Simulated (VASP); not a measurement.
# TiAl (Amm2) in VASP: notebook

Runs on TiAl. Level: PBEsol. Tasks: single point.

All numbers are computed with VASP 6.6.1; they aren't measurements. Logs are shortened: lines on timing, memory, paths and dates and some standing lists are left out, and cuts for length are marked.

### Step 1. The cell of the first run

It takes space group Amm2 (No. 38, orthorhombic). Conventional cell: a = 4.678 Å, b = 2.882 Å, c = 4.966 Å, α = 90.00°, β = 90.00°, γ = 90.00°. Within 3.8 Å of Ti (site symmetry mm2) lie 6 Al at 2.87 Å and 6 Ti at 2.87 to 2.88 Å. Within 3.8 Å of Al (site symmetry mm2) lie 6 Ti at 2.87 Å and 6 Al at 2.87 to 2.88 Å.

### Step 2. Single point, PBEsol (strain +0.0050 x Voigt [1, 0, 0, 0, 0, 0])

Contents of INCAR:

```
ALGO     = Fast           # electronic algorithm
EDIFF    = 1E-7           # SCF threshold, eV
ENCUT    = 520            # plane-wave cutoff, eV
GGA      = PS             # functional
ISIF     = 2              # what is computed and relaxed
ISMEAR   = 0              # smearing method
LASPH    = True           # aspherical terms in the spheres
LCHARG   = True           # write CHGCAR
LELF     = True           # ELF
LREAL    = False          # projectors in reciprocal space
LVHAR    = True         
LWAVE    = False          # write WAVECAR
NBANDS   = 14             # bands
NELM     = 80             # most SCF steps
PREC     = Accurate       # precision mode
SIGMA    = 0.15           # smearing width, eV
```

Contents of KPOINTS:

```
k-points
0
Gamma
  18 18 10
```

Contents of POSCAR:

```
TiAl
1.0
    2.8815985438      0.0000000000      0.0000000000
   -1.4407992719      2.4831219328      0.0000000000
    0.0000000000      0.0000000000      4.6780830000
Ti Al
1 1
Direct
    0.0000000000      0.0000000000      0.0000000000
    0.3333333333      0.6666666667      0.5000000000
```

Potentials or basis: VASP PAW PBE potentials, release 64 (Ti_sv, Al).

Command:

```bash
$ cat potpaw_PBE.64/Ti_sv/POTCAR potpaw_PBE.64/Al/POTCAR > POTCAR
$ mpirun -np 1 vasp_std > vasp.out
```

OUTCAR:

```text
EDIFF = 1E-7
   ENCUT = 520
   GGA = PS
   ISIF = 2
   ISMEAR = 0
   LASPH = True
   LREAL = False
   NELM = 80
   PREC = Accurate

 ion  position               nearest neighbor table
   1  0.000  0.000  0.000-   2 2.87   2 2.87   2 2.87   2 2.87   2 2.87   2 2.87
   2  0.333  0.667  0.500-   1 2.87   1 2.87   1 2.87   1 2.87   1 2.87   1 2.87

  Warning from LATTYP: Monoclinic adjustment (A1->A3, A2->A1, A3->A2)!
  LATTYP: Found a base centered orthorhombic cell.
 ALAT       =     2.8815985438
 B/A-ratio  =     1.7234336394
 C/A-ratio  =     1.6234332885

  Lattice vectors:

 A1 = (   1.4407992719,  -2.4831219328,   0.0000000000)
 A2 = (   1.4407992719,   2.4831219328,   0.0000000000)
 A3 = (   0.0000000000,   0.0000000000,   4.6780830000)

Analysis of symmetry for initial positions (statically):
=====================================================================
 Subroutine PRICEL returns:
 Original cell was already a primitive cell.

 Routine SETGRP: Setting up the symmetry group for a
 base centered orthorhombic supercell.

 Subroutine GETGRP returns: Found  4 space group operations
 (whereof  4 operations were pure point group operations)
 out of a pool of  8 trial point group operations.

The static configuration has the point symmetry C_2v.

Analysis of symmetry for dynamics (positions and initial velocities):
=====================================================================
 Subroutine PRICEL returns:
 Original cell was already a primitive cell.

 Routine SETGRP: Setting up the symmetry group for a
 base centered orthorhombic supercell.

 Subroutine GETGRP returns: Found  4 space group operations
 (whereof  4 operations were pure point group operations)
 out of a pool of  8 trial point group operations.

The dynamic configuration has the point symmetry C_2v.

 Subroutine INISYM returns: Found  4 space group operations
 (whereof  4 operations are pure point group operations),
 and found     1 'primitive' translations

----------------------------------------------------------------------------------------

                                     Primitive cell

  volume of cell :      33.4734

  direct lattice vectors                    reciprocal lattice vectors
     2.881598544  0.000000000  0.000000000     0.347029603  0.201359423  0.000000000
    -1.440799272  2.483121933  0.000000000     0.000000000  0.402718846  0.000000000
     0.000000000  0.000000000  4.678083000     0.000000000  0.000000000  0.213762774

  length of vectors
     2.881598544  2.870853022  4.678083000     0.401217102  0.402718846  0.213762774

  position of ions in fractional coordinates (direct lattice)
     0.000000000  0.000000000  0.000000000
     0.333333333  0.666666667  0.500000000

  ion indices of the primitive-cell ions
   primitive index   ion index
                 1           1
                 2           2

----------------------------------------------------------------------------------------

 KPOINTS: k-points

Automatic generation of k-mesh.
 Grid dimensions read from file:
 generate k-points for:   18   18   10

 Generating k-lattice:

  Cartesian coordinates                     Fractional coordinates (reciprocal lattice)
     0.019279422  0.011186635  0.000000000     0.055555556  0.000000000  0.000000000
     0.000000000  0.022373269  0.000000000     0.000000000  0.055555556  0.000000000
     0.000000000  0.000000000  0.021376277     0.000000000  0.000000000  0.100000000

  Length of vectors
     0.022289839  0.022373269  0.021376277

  Shift w.r.t. Gamma in fractional coordinates (k-lattice)
     0.000000000  0.000000000  0.000000000

 Subroutine IBZKPT returns following result:
 ===========================================

 Found    546 irreducible k-points:

 Following reciprocal coordinates:
            Coordinates               Weight
  0.000000  0.000000  0.000000      1.000000
  0.055556 -0.000000  0.000000      4.000000
  0.111111 -0.000000  0.000000      4.000000
  0.166667  0.000000  0.000000      4.000000
  0.222222 -0.000000  0.000000      4.000000
  0.277778  0.000000  0.000000      4.000000
[... 16 lines left out ...]
 -0.333333  0.055556  0.000000      4.000000
 -0.277778  0.055556  0.000000      4.000000
 [... further k-points ...]
   k-points           NKPTS =    546   k-points in BZ     NKDIM =    546   number of bands    NBANDS=     14
   number of dos      NEDOS =    301   number of ions     NIONS =      2
   total plane-waves  NPLWV =  20736
   dimension x,y,z NGX =    24 NGY =   24 NGZ =   36
   dimension x,y,z NGXF=    48 NGYF=   48 NGZF=   72
   ions per type =               1   1
   NGX,Y,Z   is equivalent  to a cutoff of  13.85, 13.90, 12.79 a.u.
   NGXF,Y,Z  is equivalent  to a cutoff of  27.69, 27.80, 25.59 a.u.
 SYSTEM =  unknown system
   PREC   = accura    normal or accurate (medium, high low for compatibility)
   ISTART =      0    job   : 0-new  1-cont  2-samecut
   ICHARG =      2    charge: 1-file 2-atom 10-const
   ISPIN  =      1    spin polarized calculation?
   LNONCOLLINEAR =      F non collinear calculations
   LSORBIT =      F    spin-orbit coupling
   LASPH  =      T    aspherical Exc in radial PAW
   ENCUT  =  520.0 eV  38.22 Ry    6.18 a.u.   5.36  5.34  8.70*2*pi/ulx,y,z
   NELM   =     80;   NELMIN=  2; NELMDL= -5     # of ELM steps
   EDIFF  = 0.1E-06   stopping-criterion for ELM
   LREAL  =      F    real-space projection
   EDIFFG = 0.1E-05   stopping-criterion for IOM
   NSW    =      0    number of steps for IOM
   IBRION =     -1    ionic relax: 0-MD 1-quasi-New 2-CG
   NFREE  =      0    steps in history (QN), initial steepest desc. (CG)
   ISIF   =      2    stress and relaxation
   ISYM   =      2    0-nonsym 1-usesym 2-fastsym
   POTIM  = 0.5000    time-step for ionic-motion
   TEBEG  =    0.0;   TEEND  =   0.0 temperature during run
   PSTRESS=    0.0 pullay stress
   NELECT =      15.0000    total number of electrons
   NUPDOWN=      -1.0000    fix difference up-down
   EMIN   =  10.00;   EMAX   =-10.00  energy-range for DOS
   EFERMI =   0.00;   METHOD = LEGACY
   ISMEAR =     0;   SIGMA  =   0.15  broadening in eV -4-tet -1-fermi 0-gaus
   EFERMI_NEDOS =   21; number of points for ismear=-14 and -15
   IALGO  =     68    algorithm
   IMIX   =      4    mixing-type and parameters
     AMIX     =   0.40;   BMIX     =  1.00
     AMIX_MAG =   1.60;   BMIX_MAG =  1.00
  volume/ion in A,a.u.               =      16.74       112.94
  Fermi-wavevector in a.u.,A,eV,Ry     =   1.252772  2.367396 21.353502  1.569438
  Thomas-Fermi vector in A             =   2.386657
   LORBIT       =      0    0 simple, 1 ext, 2 COOP (PROOUT), +10 PAW based schemes
   GGA     = PS    functional components
   LHFCALC =     F    Hartree Fock is set to
   AEXX    =    0.0000 exact exchange contribution
   IVDW    =     0    specifies the selected vdW correction
   LEPSILON=     F    determine dielectric tensor
   LRPA    =     F    only Hartree local field effects (RPA)
 non-spin polarized calculation
 RMM-DIIS sequential band-by-band and
 Gauss-broadening in eV      SIGMA  =   0.15
  energy-cutoff  :      520.00
  volume of cell :       33.47
 maximum number of plane-waves:       922
 NGX is ok and might be reduce to    24
   NGX = 11   NGY = 11   NGZ = 17

 number of electron      15.0000000 magnetization

 Free energy of the ion-electron system (eV)
  ---------------------------------------------------
  ext. energy  EPLUGINS =         0.00000000
  ---------------------------------------------------
  free energy    TOTEN  =       -12.93641673 eV

  energy without entropy =      -12.90824326  energy(sigma->0) =      -12.92233000

 E-fermi :   7.7214     XC(G=0): -11.0115

 val. band max:        7.7212498241   @ k =   0.3333   0.3333   0.3000
 cond. band min:       7.7224962342   @ k =   0.2778   0.1111   0.3000
 fundamental gap:      0.0012464101
 Fermi energy:         7.7214058585

 k-point     1 :       0.0000    0.0000    0.0000
  band No.  band energies     occupation
      1     -48.5841      2.00000
      2     -25.0061      2.00000
      3     -24.5908      2.00000
      4     -24.5856      2.00000
      5      -1.1691      2.00000
      6       5.4325      2.00000
      7       5.9201      2.00000
      8       8.9593      0.00000
      9       9.0225      0.00000
     10      10.4487      0.00000
     11      10.4635      0.00000
     12      11.6184      0.00000
     13      20.4713      0.00000
     14      20.5948      0.00000

 k-point     2 :       0.0556   -0.0000    0.0000
  band No.  band energies     occupation
      1     -48.5813      2.00000
      2     -25.0034      2.00000
      3     -24.6074      2.00000
      4     -24.5906      2.00000
      5      -1.0928      2.00000
      6       5.5160      2.00000
      7       5.9292      2.00000
      8       8.8977      0.00000
      9       9.0727      0.00000
     10      10.4376      0.00000
     11      10.4706      0.00000
     12      11.6359      0.00000
     13      19.1871      0.00000
     14      19.7938      0.00000

 k-point     3 :       0.1111   -0.0000    0.0000
  band No.  band energies     occupation
      1     -48.5733      2.00000
      2     -24.9954      2.00000
      3     -24.6577      2.00000
      4     -24.6021      2.00000
      5      -0.8652      2.00000
      6       5.7562      2.00000
      7       5.9555      2.00000
      8       8.6997      0.00000
      9       9.2518      0.00000
     10      10.3783      0.00000
     11      10.5239      0.00000
     12      11.6846      0.00000
     13      17.3549      0.00000
     14      18.8767      0.00000

 k-point     4 :       0.1667    0.0000    0.0000
  band No.  band energies     occupation
      1     -48.5609      2.00000
      2     -24.9831      2.00000
      3     -24.7345      2.00000
      4     -24.6195      2.00000
      5      -0.4899      2.00000
      6       5.9949      2.00000
      7       6.1158      2.00000
      8       8.4226      0.00000
      9       9.5422      0.00000
     10      10.2876      0.00000
     11      10.6223      0.00000
     12      11.7516      0.00000
     13      15.5728      0.00000
     14      18.0576      0.00000

 k-point     5 :       0.2222   -0.0000    0.0000
  band No.  band energies     occupation
      1     -48.5458      2.00000
      2     -24.9681      2.00000
      3     -24.8279      2.00000
      4     -24.6408      2.00000
      5       0.0276      2.00000
      6       6.0420      2.00000
      7       6.5073      2.00000
      8       8.1418      0.00007
      9       9.9222      0.00000
     10      10.1785      0.00000
     11      10.7731      0.00000
[... 276 lines left out ...]
 k-point    22 :      -0.3889    0.0556    0.0000
  band No.  band energies     occupation
      1     -48.5068      2.00000
      2     -25.0539      2.00000
      3     -24.9295      2.00000
      4     -24.7036      2.00000
      5       1.9382      2.00000
      6       6.1784      2.00000
      7       6.6422      2.00000
      8       7.4271      1.99447
      9       9.7821      0.00000
     10      10.8017      0.00000
     11      11.5111      0.00000
     12      11.5694      0.00000
     13      12.6650      0.00000
     14      15.2725      0.00000

 k-point    23 :      -0.3333    0.0556    0.0000
  band No.  band energies     occupation
      1     -48.5207      2.00000
      2     -24.9727      2.00000
      3     -24.9433      2.00000
      4     -24.6830      2.00000
      5       1.1048      2.00000
      6       6.1308      2.00000
      7       6.8295      2.00000
      8       7.7864      0.53973
      9       9.9050      0.00000
     10      10.5469      0.00000
     11      11.2094      0.00000
     12      11.6494      0.00000
     13      12.6654      0.00000
     14      15.6718      0.00000

 k-point    24 :      -0.2778    0.0556    0.0000
  band No.  band energies     occupation
      1     -48.5364      2.00000
      2     -24.9588      2.00000
      3     -24.8797      2.00000
      4     -24.6593      2.00000
      5       0.3900      2.00000
      6       6.0778      2.00000
      7       6.7219      2.00000
      8       7.9690      0.01955
      9      10.0441      0.00000
     10      10.1753      0.00000
     11      10.9478      0.00000
     12      11.8185      0.00000
     13      13.3815      0.00000
     14      16.1832      0.00000

 [... further k-points ...]
[... 5 lines left out ...]
  --------------------------------------------------------------------------------------
  -------------------------------------------------------------------------------------
  Total       -0.6636490     -0.5791449     -0.8391365      0.0000000      0.0000000      0.0000000
  in kB      -31.7650548    -27.7203287    -40.1646265      0.0000000      0.0000000      0.0000000
  external PRESSURE =     -33.2166700 kB  Pullay stress =       0.0000000 kB

 VOLUME and BASIS-vectors are now :
 -----------------------------------------------------------------------------
  energy-cutoff  :      520.00
  volume of cell :       33.47
      direct lattice vectors                 reciprocal lattice vectors
     2.881598544  0.000000000  0.000000000     0.347029603  0.201359423  0.000000000
    -1.440799272  2.483121933  0.000000000     0.000000000  0.402718846  0.000000000
     0.000000000  0.000000000  4.678083000     0.000000000  0.000000000  0.213762774

 POSITION                                       TOTAL-FORCE (eV/Angst)
 -----------------------------------------------------------------------------------
      0.00000      0.00000      0.00000        -0.000000     -0.014709      0.000000
     -0.00000      1.65541      2.33904         0.000000      0.014709      0.000000
 -----------------------------------------------------------------------------------
    total drift:                                0.000000      0.000074     -0.000000

  FREE ENERGIE OF THE ION-ELECTRON SYSTEM (eV)
  ---------------------------------------------------
  free  energy   TOTEN  =       -12.9364167302 eV

  energy  without entropy=      -12.9082432599  energy(sigma->0) =      -12.92233000
```

Wall time 19 min (1 thread of Intel Xeon 8259CL, shared host); peak memory 0.38 GiB.

Results:

```yaml
Free_energy: -12.9364 eV
Pressure: -3.3 GPa
Largest_force: 0.015 eV/Å
Band_gap_on_the_k_mesh: zero (an odd number of electrons rules out a gap without spin polarisation)
```

Forces on the atoms (eV/Å):
```
Ti   0.000 -0.015  0.000
Al   0.000  0.015  0.000
```

Stress tensor (GPa, compression positive):
```
-3.18  0.00  0.00
 0.00 -2.77  0.00
 0.00  0.00 -4.02
```

Levels at points of the mesh, in eV from the Fermi level:
| k point | band 6 | band 7 | band 8 | band 9 | band 10 | band 11 |
| --- | --- | --- | --- | --- | --- | --- |
| (0.00, 0.00, 0.00) | -2.29 | -1.80 | 1.24 | 1.30 | 2.73 | 2.74 |
| (0.50, 0.00, 0.00) | -2.83 | -1.52 | -0.98 | 2.08 | 3.92 | 4.05 |
| (0.00, 0.50, 0.00) | -2.78 | -1.51 | -0.97 | 2.05 | 3.93 | 4.06 |
| (0.00, 0.00, 0.50) | -5.26 | -0.42 | 1.25 | 1.31 | 2.65 | 2.67 |
| (0.50, 0.00, 0.50) | -2.40 | -1.81 | 0.51 | 0.94 | 1.89 | 2.92 |
| (0.00, 0.50, 0.50) | -2.36 | -1.81 | 0.55 | 0.96 | 1.85 | 2.94 |

Caveat: the cell differs from its parent crystal (strain +0.0050 x Voigt [1, 0, 0, 0, 0, 0]); the cell stands under tension; the PAW data sets were made with another functional, which shifts forces and pressure a little.

(Part 1 of 2 ends here.)
